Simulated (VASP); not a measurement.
# Be2C: single point with LDA

Be2C:

```
CELL_PARAMETERS angstrom
0.00000 2.20746 2.20746
2.20746 0.00000 2.20746
2.20746 2.20746 0.00000
ATOMIC_POSITIONS crystal
C 0.00000 0.00000 0.00000
Be 0.75000 0.75000 0.75000
Be 0.25000 0.25000 0.25000
```

```json
{"Program": "VASP 6.6.1", "Task": "single point", "Functional": "LDA", "Potentials or basis": "VASP PAW LDA potentials, release 64 (C, Be)", "Cutoff": "600 eV", "k mesh": "11 × 11 × 11", "Occupations": "fermi-dirac, width 0.05 eV", "Spin": "no spin polarisation", "Dipole correction": "no", "Further INCAR settings": "ALGO = Normal; EDIFF = 1e-06; NBANDS = 11"}
```

The pressure is -18.0 GPa. The band gap on the k mesh is 1.24 eV, indirect (least direct gap 3.92 eV).

Levels at points of the mesh, in eV from the valence-band top:
```
           k point  band 2  band 3  band 4  band 5  band 6  band 7
(0.00, 0.00, 0.00)    0.00    0.00    0.00    3.92    3.92    3.92
```

Wall time 22 s on 1 thread of Intel Xeon 8259CL, with other jobs on the host, peak memory 0.14 GiB.

A k mesh can miss the band edges. A hybrid or GW would open this gap; LDA tends to underestimate it.
